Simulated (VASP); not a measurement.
A run of VASP 6.6.1:

The input INCAR:

```
SYSTEM = SiC
  ALGO = Normal
  EDIFF = 1E-6
  ENCUT = 520
  GGA = PE
  ISIF = 2
  ISMEAR = -1
  LASPH = .True.
  LCHARG = .True.
  LELF = .True.
  LREAL = .False.
  LVHAR = .True.
  LWAVE = .False.
  NBANDS = 16
  NELM = 100
  PREC = Accurate
  SIGMA = 0.08
```

Contents of KPOINTS:

```
k-points
0
Gamma
  15 15 8
  0 0 0
```

Contents of POSCAR:

```
SiC
1.0
    3.1164765090      0.0000000000      0.0000000000
   -1.5582382545      2.6989478271      0.0000000000
    0.0000000000      0.0000000000      5.1144286705
Si C
2 2
Direct
    0.3333333333      0.6666666667      0.0000000000
    0.6666666667      0.3333333333      0.5000000000
    0.3333333333      0.6666666667      0.3850000000
    0.6666666667      0.3333333333      0.8850000000
```

Potentials or basis: VASP PAW PBE potentials, release 64 (Si, C).

Run with:

```sh
$ cat potpaw_PBE.64/Si/POTCAR potpaw_PBE.64/C/POTCAR > POTCAR
$ mpirun -np 1 vasp_std > vasp.out
```

Hardware: 1 thread of Intel(R) Xeon(R) Platinum 8488C (Sapphire Rapids) (shared host).

How long does it take, and how much memory?

Run time: 52 s on 1 thread of Intel(R) Xeon(R) Platinum 8488C (Sapphire Rapids), with other jobs on the host, peak memory 0.2 GiB. Counts: scf iterations 12, k points 135.
